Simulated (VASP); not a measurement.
# TiC in VASP: notebook

TiC is run at these levels: PBEsol; tasks: single point.

Everything below comes from runs of VASP 6.6.1. Logs are shortened: lines on timing, memory, paths and dates and some standing lists are left out, and cuts for length are marked.

**1. The cell of the first run**

The structure is cubic, space group Fm-3m (No. 225). Conventional cell: a = 4.357 Å, b = 4.357 Å, c = 4.357 Å, α = 90.00°, β = 90.00°, γ = 90.00°. Ti (site symmetry m-3m) has 6 C at 2.18 Å within 2.9 Å. Within 2.9 Å of C (site symmetry m-3m) lie 6 Ti at 2.18 Å.

**2. Single point, PBEsol (10.34 Å³/atom)**

File INCAR:

```
SYSTEM = TiC
ALGO     = Normal         ! electronic algorithm
EDIFF    = 1E-6           ! SCF threshold, eV
ENCUT    = 520            ! plane-wave cutoff, eV
GGA      = PS             ! functional
ISIF     = 2              ! what is computed and relaxed
ISMEAR   = -1             ! smearing method
LASPH    = .True.         ! aspherical terms in the spheres
LCHARG   = .False.        ! write CHGCAR
LREAL    = .False.        ! projectors in reciprocal space
LWAVE    = .False.        ! write WAVECAR
NBANDS   = 15             ! bands
NELM     = 100            ! most SCF steps
PREC     = Accurate       ! precision mode
SIGMA    = 0.03           ! smearing width, eV
```

File KPOINTS:

```
k-points
0
Gamma
  14 14 14
  0 0 0
```

File POSCAR:

```
TiC
1.0
    0.0000000000      2.1783315435      2.1783315435
    2.1783315435      0.0000000000      2.1783315435
    2.1783315435      2.1783315435      0.0000000000
Ti C
1 1
Direct
    0.0000000000      0.0000000000      0.0000000000
    0.5000000000      0.5000000000      0.5000000000
```

Potentials or basis: VASP PAW PBE potentials, release 64 (Ti_sv, C).

Launch:

```
$ cat potpaw_PBE.64/Ti_sv/POTCAR potpaw_PBE.64/C/POTCAR > POTCAR
$ mpirun -np 1 vasp_std > vasp.out
```

OUTCAR:

```text
SYSTEM = TiC
   EDIFF = 1E-6
   ENCUT = 520
   GGA = PS
   ISIF = 2
   ISMEAR = -1
   LASPH = .True.
   LREAL = .False.
   NELM = 100
   PREC = Accurate

 ion  position               nearest neighbor table
   1  0.000  0.000  0.000-   2 2.18   2 2.18   2 2.18   2 2.18   2 2.18   2 2.18
   2  0.500  0.500  0.500-   1 2.18   1 2.18   1 2.18   1 2.18   1 2.18   1 2.18

  LATTYP: Found a face centered cubic cell.
 ALAT       =     4.3566630870

  Lattice vectors:

 A1 = (   0.0000000000,   2.1783315435,   2.1783315435)
 A2 = (   2.1783315435,   0.0000000000,   2.1783315435)
 A3 = (   2.1783315435,   2.1783315435,   0.0000000000)

Analysis of symmetry for initial positions (statically):
=====================================================================
 Subroutine PRICEL returns:
 Original cell was already a primitive cell.

 Routine SETGRP: Setting up the symmetry group for a
 face centered cubic supercell.

 Subroutine GETGRP returns: Found 48 space group operations
 (whereof 48 operations were pure point group operations)
 out of a pool of 48 trial point group operations.

The static configuration has the point symmetry O_h .

Analysis of symmetry for dynamics (positions and initial velocities):
=====================================================================
 Subroutine PRICEL returns:
 Original cell was already a primitive cell.

 Routine SETGRP: Setting up the symmetry group for a
 face centered cubic supercell.

 Subroutine GETGRP returns: Found 48 space group operations
 (whereof 48 operations were pure point group operations)
 out of a pool of 48 trial point group operations.

The dynamic configuration has the point symmetry O_h .

 Subroutine INISYM returns: Found 48 space group operations
 (whereof 48 operations are pure point group operations),
 and found     1 'primitive' translations

----------------------------------------------------------------------------------------

                                     Primitive cell

  volume of cell :      20.6729

  direct lattice vectors                    reciprocal lattice vectors
     0.000000000  2.178331544  2.178331544    -0.229533471  0.229533471  0.229533471
     2.178331544  0.000000000  2.178331544     0.229533471 -0.229533471  0.229533471
     2.178331544  2.178331544  0.000000000     0.229533471  0.229533471 -0.229533471

  length of vectors
     3.080626012  3.080626012  3.080626012     0.397563634  0.397563634  0.397563634

[... 89 lines left out ...]
   TEBEG  =    0.0;   TEEND  =   0.0 temperature during run
   PSTRESS=    0.0 pullay stress
   NELECT =      16.0000    total number of electrons
   NUPDOWN=      -1.0000    fix difference up-down
   EMIN   =  10.00;   EMAX   =-10.00  energy-range for DOS
   EFERMI =   0.00;   METHOD = LEGACY
   ISMEAR =    -1;   SIGMA  =   0.03  broadening in eV -4-tet -1-fermi 0-gaus
   EFERMI_NEDOS =   21; number of points for ismear=-14 and -15
   IALGO  =     38    algorithm
   IMIX   =      4    mixing-type and parameters
     AMIX     =   0.40;   BMIX     =  1.00
     AMIX_MAG =   1.60;   BMIX_MAG =  1.00
  volume/ion in A,a.u.               =      10.34        69.75
  Fermi-wavevector in a.u.,A,eV,Ry     =   1.503076  2.840401 30.738778  2.259236
  Thomas-Fermi vector in A             =   2.614233
   LORBIT       =      0    0 simple, 1 ext, 2 COOP (PROOUT), +10 PAW based schemes
   GGA     = PS    functional components
   LHFCALC =     F    Hartree Fock is set to
   AEXX    =    0.0000 exact exchange contribution
   IVDW    =     0    specifies the selected vdW correction
   LEPSILON=     F    determine dielectric tensor
   LRPA    =     F    only Hartree local field effects (RPA)
 non-spin polarized calculation
  energy-cutoff  :      520.00
  volume of cell :       20.67
 maximum number of plane-waves:       568
   NGX = 11   NGY = 11   NGZ = 11

 number of electron      15.9999997 magnetization

 Free energy of the ion-electron system (eV)
  ---------------------------------------------------
  ext. energy  EPLUGINS =         0.00000000
  ---------------------------------------------------
  free energy    TOTEN  =       -19.77322281 eV

  energy without entropy =      -19.77226308  energy(sigma->0) =      -19.77274294

 E-fermi :   9.0894     XC(G=0): -12.7698

 val. band max:        9.0621947017   @ k =   0.5000   0.5000   0.0000
 cond. band min:       9.0923004389   @ k =   0.3571   0.2857   0.0000
 fundamental gap:      0.0301057372
 Fermi energy:         9.0894291184

 k-point     1 :       0.0000    0.0000    0.0000
  band No.  band energies     occupation
      1     -47.2812      2.00000
      2     -23.4165      2.00000
      3     -23.4165      2.00000
      4     -23.4165      2.00000
      5      -3.1874      2.00000
      6       9.7562      0.00000
      7       9.7562      0.00000
      8       9.7562      0.00000
      9      10.7809      0.00000
     10      10.7809      0.00000
     11      10.7809      0.00000
     12      10.7881      0.00000
     13      10.7881      0.00000
     14      19.3195      0.00000
[... 401 lines left out ...]
      2     -23.6504      2.00000
      3     -23.4746      2.00000
      4     -23.4666      2.00000
      5      -1.7553      2.00000
      6       5.9800      2.00000
      7       7.4722      2.00000
      8       8.0113      2.00000
      9       9.8904      0.00000
     10      11.3451      0.00000
     11      12.4375      0.00000
     12      13.5521      0.00000
     13      15.3630      0.00000
     14      20.9917      0.00000
     15      23.1572      0.00000

 [... further k-points ...]

------------------------ aborting loop because EDIFF is reached ----------------------------------------

  FORCE on cell =-STRESS in cart. coord.  units (eV):
  Direction    XX          YY          ZZ          XY          YZ          ZX
  --------------------------------------------------------------------------------------
  -------------------------------------------------------------------------------------
  Total       -1.3646720     -1.3646720     -1.3646720      0.0000000     -0.0000000     -0.0000000
  in kB     -105.7637721   -105.7637721   -105.7637721      0.0000000     -0.0000000     -0.0000000
  external PRESSURE =    -105.7637721 kB  Pullay stress =       0.0000000 kB

 VOLUME and BASIS-vectors are now :
 -----------------------------------------------------------------------------
  energy-cutoff  :      520.00
  volume of cell :       20.67
      direct lattice vectors                 reciprocal lattice vectors
     0.000000000  2.178331544  2.178331544    -0.229533471  0.229533471  0.229533471
     2.178331544  0.000000000  2.178331544     0.229533471 -0.229533471  0.229533471
     2.178331544  2.178331544  0.000000000     0.229533471  0.229533471 -0.229533471

 POSITION                                       TOTAL-FORCE (eV/Angst)
 -----------------------------------------------------------------------------------
      0.00000      0.00000      0.00000        -0.000000      0.000000      0.000000
      2.17833      2.17833      2.17833         0.000000     -0.000000     -0.000000
 -----------------------------------------------------------------------------------
    total drift:                                0.000000     -0.000000     -0.000000

  FREE ENERGIE OF THE ION-ELECTRON SYSTEM (eV)
  ---------------------------------------------------
  free  energy   TOTEN  =       -19.7732228073 eV

  energy  without entropy=      -19.7722630784  energy(sigma->0) =      -19.77274294
```

It took 57 s on 1 thread of AMD EPYC 7R13, shared host; peak memory 0.13 GiB.

Results:

| Property | Result |
| --- | --- |
| Free energy | -19.7732 eV |
| Pressure | -10.6 GPa |
| Band gap on the k mesh | zero (bands 8 and 9 overlap by 1.06 eV) |

Caveat: the cell stands under tension; the PAW data sets were made with another functional, which shifts forces and pressure a little.

**3. Single point, PBEsol (10.54 Å³/atom)**

This run uses another cell than the first one, of 10.54 Å³/atom.

File INCAR:

```
SYSTEM = TiC
PREC     = Accurate       ! precision mode
ENCUT    = 520            ! plane-wave cutoff, eV
EDIFF    = 1E-6           ! SCF threshold, eV
ISMEAR   = -1             ! smearing method
SIGMA    = 0.03           ! smearing width, eV
LREAL    = .FALSE.        ! projectors in reciprocal space
LASPH    = .TRUE.         ! aspherical terms in the spheres
NELM     = 100            ! most SCF steps
ALGO     = Normal         ! electronic algorithm
ISIF     = 2              ! what is computed and relaxed
LWAVE    = .FALSE.        ! write WAVECAR
LCHARG   = .FALSE.        ! write CHGCAR
GGA      = PS             ! functional
NBANDS   = 15             ! bands
```

File KPOINTS:

```
Automatic mesh
0
G
  14 14 14
  0 0 0
```

File POSCAR:

```
TiC
1.0
    0.0000000000      2.1924769499      2.1924769499
    2.1924769499      0.0000000000      2.1924769499
    2.1924769499      2.1924769499      0.0000000000
Ti C
1 1
Direct
    0.0000000000      0.0000000000      0.0000000000
    0.5000000000      0.5000000000      0.5000000000
```

Potentials or basis: VASP PAW PBE potentials, release 64 (Ti_sv, C).

Launch:

```
$ cat potpaw_PBE.64/Ti_sv/POTCAR potpaw_PBE.64/C/POTCAR > POTCAR
$ mpirun -np 1 vasp_std > vasp.out
```

Wall time 49 s (1 thread of AMD EPYC 7R13, shared host); peak memory 0.13 GiB.

It converged, with:

```yaml
Free_energy: -19.7415 eV
Pressure: -14.7 GPa
Band_gap_on_the_k_mesh: zero (bands 8 and 9 overlap by 1.05 eV)
```

Levels at points of the mesh, in eV from the Fermi level:
| k point | band 4 | band 5 | band 6 | band 7 | band 8 | band 9 | band 10 | band 11 | band 12 | band 13 |
| --- | --- | --- | --- | --- | --- | --- | --- | --- | --- | --- |
| (0.00, 0.00, 0.00) | -32.57 | -12.18 | 0.66 | 0.66 | 0.66 | 1.66 | 1.66 | 1.67 | 1.67 | 1.67 |
| (0.50, 0.00, 0.00) | -32.61 | -8.83 | -5.70 | -2.77 | -2.77 | 2.79 | 2.79 | 3.91 | 7.88 | 7.88 |
| (0.50, 0.50, 0.00) | -32.72 | -9.91 | -3.40 | -1.55 | -0.04 | -0.04 | 2.61 | 3.36 | 3.36 | 5.53 |

Caveat: the cell stands under tension; the PAW data sets were made with another functional, which shifts forces and pressure a little.

**4. Single point, PBEsol (10.74 Å³/atom)**

This run uses another cell than the first one, of 10.74 Å³/atom.

File INCAR:

```
  PREC = Accurate
  ENCUT = 520
  EDIFF = 1E-6
  ISMEAR = -1
  SIGMA = 0.03
  LREAL = F
  LASPH = T
  NELM = 100
  ALGO = Normal
  ISIF = 2
  LWAVE = F
  LCHARG = F
  GGA = PS
  NBANDS = 15
```

File KPOINTS:

```
Automatic mesh
0
Gamma
  14 14 14
```

File POSCAR:

```
TiC
1.0
    0.0000000000      2.2064421477      2.2064421477
    2.2064421477      0.0000000000      2.2064421477
    2.2064421477      2.2064421477      0.0000000000
Ti C
1 1
Direct
    0.0000000000      0.0000000000      0.0000000000
    0.5000000000      0.5000000000      0.5000000000
```

Launch:

```
$ cat potpaw_PBE.64/Ti_sv/POTCAR potpaw_PBE.64/C/POTCAR > POTCAR
$ mpirun -np 1 vasp_std > vasp.out
```

Wall time 52 s (1 thread of AMD EPYC 7R13, shared host); peak memory 0.13 GiB.

It converged, with:

```
Free energy            : -19.6999 eV
Pressure               : -18.4 GPa
Band gap on the k mesh : zero (bands 8 and 9 overlap by 1.04 eV)
```

Levels at points of the mesh, in eV from the Fermi level:
| k point | band 5 | band 6 | band 7 | band 8 | band 9 | band 10 | band 11 | band 12 |
| --- | --- | --- | --- | --- | --- | --- | --- | --- |
| (0.00, 0.00, 0.00) | -12.09 | 0.65 | 0.65 | 0.65 | 1.62 | 1.62 | 1.65 | 1.65 |
| (0.50, 0.00, 0.00) | -8.83 | -5.61 | -2.71 | -2.71 | 2.71 | 2.71 | 3.81 | 7.70 |
| (0.50, 0.50, 0.00) | -9.83 | -3.38 | -1.50 | -0.05 | -0.05 | 2.54 | 3.27 | 3.27 |

Caveat: the cell stands under tension; the PAW data sets were made with another functional, which shifts forces and pressure a little.

**5. Single point, PBEsol (zz strain of -2 %)**

File INCAR:

```
SYSTEM = TiC
PREC = Accurate
ENCUT = 520
EDIFF = 1E-7
ISMEAR = -1
SIGMA = 0.03
LREAL = .False.
LASPH = .True.
NELM = 60
ALGO = Normal
ISIF = 2
LWAVE = .False.
LCHARG = .False.
GGA = PS
NBANDS = 15
```

File KPOINTS:

```
Automatic mesh
0
Gamma
  14 14 14
  0 0 0
```

File POSCAR:

```
TiC
1.0
    0.0000000000      2.1640000000      2.1207200000
    2.1640000000      0.0000000000      2.1207200000
    2.1640000000      2.1640000000      0.0000000000
Ti C
1 1
Direct
    0.0000000000      0.0000000000      0.0000000000
    0.5000000000      0.5000000000      0.5000000000
```

Launch:

```
$ cat potpaw_PBE.64/Ti_sv/POTCAR potpaw_PBE.64/C/POTCAR > POTCAR
$ mpirun -np 1 vasp_std > vasp.out
```

Wall time 1.9 min (1 thread of Intel Xeon 8259CL, shared host); peak memory 0.2 GiB.

The run converged. Its results:

```yaml
Free_energy: -19.7950 eV
Pressure: -0.6 GPa
Band_gap_on_the_k_mesh: zero (bands 8 and 9 overlap by 1.32 eV)
```

Stress tensor (GPa, compression positive):
```
-3.51  0.00  0.00
 0.00 -3.51  0.00
 0.00  0.00  5.23
```

Levels at points of the mesh, in eV from the Fermi level:
```csv
k point,band 4,band 5,band 6,band 7,band 8,band 9,band 10,band 11,band 12,band 13
"(0.00, 0.00, 0.00)",-32.36,-12.47,0.63,0.63,0.78,1.70,1.71,1.71,1.79,1.85
"(0.50, 0.00, 0.00)",-32.41,-8.83,-5.97,-2.99,-2.95,2.97,3.06,4.25,8.28,8.29
"(0.50, 0.50, 0.00)",-32.58,-10.12,-3.30,-1.76,-0.10,-0.10,2.83,3.65,3.65,6.21
"(0.50, 0.00, 0.50)",-32.55,-10.16,-3.53,-1.72,0.04,0.07,2.82,3.57,3.70,6.02
```

Caveat: the cell differs from its parent crystal (zz strain of -2 %); the PAW data sets were made with another functional, which shifts forces and pressure a little.

**6. Summary**

```tsv
cell	gap on the mesh (eV)	pressure (GPa)
a = 3.081 Å, angles 60.0°, 2 atoms	none	-10.6
a = 3.101 Å, angles 60.0°, 2 atoms	none	-14.7
a = 3.120 Å, angles 60.0°, 2 atoms	none	-18.4
a = 3.030, b = 3.030, c = 3.060 Å, angles 59.7, 59.7, 60.7°, 2 atoms	none	-0.6
```

Alike in all rows: task single point; level PBEsol; potentials or basis VASP PAW PBE potentials, release 64 (Ti_sv, C); no spin polarisation; k mesh 14 × 14 × 14; cutoff (eV) 520; smearing fermi-dirac 0.03 eV.

Caveats: the PAW data sets were made with another functional, which shifts forces and pressure a little; the cell stands under tension (at least some runs).

Total energies depend on the potentials used, so only differences within one code and one set of settings carry meaning.
